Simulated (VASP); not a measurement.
Wanted: the native input for a VASP 6.6.1 run.

| Property | Result |
| --- | --- |
| Task | relaxation of cell and atoms |
| Functional | PBE |
| Potentials or basis | VASP PAW PBE potentials, release 64 (Sn_d, C) |
| Cutoff | 600 eV |
| k mesh | 8 × 8 × 8 |
| Occupations | gaussian, width 0.1 eV |
| Spin | no spin polarisation |
| Dipole correction | no |
| Further INCAR settings | ALGO = Normal; EDIFF = 1e-07; IBRION = 2; EDIFFG = -0.01; NSW = 100; ISIF = 3 |

The structure of Sn2C lies in POSCAR:

```
Sn2C
1.0
    5.1500974400      0.0000000000      0.0000000000
    0.0000000000      5.1500974400      0.0000000000
    0.0000000000      0.0000000000      5.1500974400
Sn C
4 2
Direct
    0.2500000000      0.2500000000      0.2500000000
    0.2500000000      0.7500000000      0.7500000000
    0.7500000000      0.7500000000      0.2500000000
    0.7500000000      0.2500000000      0.7500000000
    0.0000000000      0.0000000000      0.0000000000
    0.5000000000      0.5000000000      0.5000000000
```

One way to write it, as run:

INCAR

```
PREC = Accurate
ENCUT = 600
EDIFF = 1E-7
ISMEAR = 0
SIGMA = 0.1
LREAL = False
LASPH = True
NELM = 100
ALGO = Normal
ISIF = 3
LWAVE = False
LCHARG = False
GGA = PE
IBRION = 2
NSW = 100
EDIFFG = -0.01
```

KPOINTS

```
Automatic mesh
0
Gamma
  8 8 8
```

Potentials or basis: VASP PAW PBE potentials, release 64 (Sn_d, C).

Run with:

```sh
$ cat potpaw_PBE.64/Sn_d/POTCAR potpaw_PBE.64/C/POTCAR > POTCAR
$ mpirun -np 1 vasp_std > vasp.out
```

It gave:

```
Relaxed volume                         : 22.10 Å³/atom
Relaxed cell                           : a = 5.100 Å, b = 5.100 Å, c = 5.100 Å, α = 90.00°, β = 90.00°, γ = 90.00°
Space group after relaxing (to 0.05 Å) : Pn-3m (No. 224)
Energy gained by relaxing              : 3.6 meV/atom
Ionic steps                            : 3
Pressure after relaxing                : 0.0 GPa
Band gap on the k mesh                 : zero (band 32 reaches 8.69 eV, above the bottom of band 33 at 6.76 eV)
```

Caveat: spin-orbit coupling is left out, which moves the levels of the heavy elements.

It took 4.6 min on 1 thread of Intel(R) Xeon(R) 6975P-C (Granite Rapids), on a shared host, peak memory 0.37 GiB.
